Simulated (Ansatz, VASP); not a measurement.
## One calculation of MoS2, two programs

File INCAR:

```
SYSTEM = MoS2
PREC = Accurate
ENCUT = 520
EDIFF = 1E-6
ISMEAR = 0
SIGMA = 0.05
LREAL = .FALSE.
LASPH = .TRUE.
NELM = 80
ALGO = Normal
ISIF = 2
LWAVE = .FALSE.
LCHARG = .FALSE.
GGA = PE
IVDW = 12
NBANDS = 35
```

File KPOINTS:

```
Automatic mesh
0
G
  12 12 4
  0 0 0
```

The input POSCAR:

```
MoS2
1.0
    3.1493579417      0.0000000000      0.0000000000
   -1.5746789709      2.7274239831      0.0000000000
    0.0000000000      0.0000000000     12.0917670417
Mo S
2 4
Direct
    0.3333333333      0.6666666667      0.2500000000
    0.6666666667      0.3333333333      0.7500000000
    0.3133511082      0.6267022164      0.6188427823
    0.6466844416      0.2933688831      0.1188427823
    0.3533155584      0.7066311169      0.8811572177
    0.6866488918      0.3732977836      0.3811572177
```

Input for Ansatz:

```yaml
crystal:
  lattice:
    - [3.1493579417, 0.0, 0.0]
    - [-1.5746789709, 2.7274239831, 0.0]
    - [0.0, 0.0, 12.0917670417]
  atoms:
    - { symbol: Mo, position: [0.3333333333, 0.6666666667, 0.25] }
    - { symbol: Mo, position: [0.6666666667, 0.3333333333, 0.75] }
    - { symbol: S, position: [0.3133511082, 0.6267022164, 0.6188427823] }
    - { symbol: S, position: [0.6466844416, 0.2933688831, 0.1188427823] }
    - { symbol: S, position: [0.3533155584, 0.7066311169, 0.8811572177] }
    - { symbol: S, position: [0.6866488918, 0.3732977836, 0.3811572177] }
basis:
  ecutwfc: 420
kpoints:
  mp_grid: { grid: [12, 12, 4] }
hamiltonian:
  xc: pbe
  pseudopotentials: { kind: paw, azcp: { folder: soft_1 } }
  dispersion: d3bj
scf:
  occupations: { method: gaussian, width: 0.05 }
output:
  forces: true
  stress: true
  eigenvalues: true
```

Change from the starting cell: mode 10 frozen in at -0.109 Å and mode 16 at -0.020 Å (largest displacements).

Alike in both runs: task single point; functional PBE; dispersion D3(BJ); k mesh 12 × 12 × 4; occupations gaussian, width 0.05 eV; no spin polarisation.

```csv
,VASP,Ansatz
version,VASP 6.6.1,Ansatz 0.2.0
potentials or method,"VASP PAW PBE potentials, release 64 (Mo_sv, S), cutoff 520 eV","scalar-relativistic, plane waves, PAW"
valence electrons in the cell,52,52
```

VASP gave:

| Property | Result |
| --- | --- |
| gap on the k mesh at the Fermi level (eV) | 0.75 |
| least direct gap on the mesh (eV) | 1.69 |
| pressure (GPa) | -1.4 |
| traceless stress, the component that is largest in VASP (GPa) | -9.00 |
| rms of the force components (eV/Å) | 0.486 |

**Question.** Which values does Ansatz return?

**Answer.** gap on the k mesh at the Fermi level (eV): 0.74; least direct gap on the mesh (eV): 1.69; pressure (GPa): -1.2; traceless stress, the component that is largest in VASP (GPa): -9.03; rms of the force components (eV/Å): 0.486.

Atom by atom the forces differ by 0.007 eV/Å (rms over components).
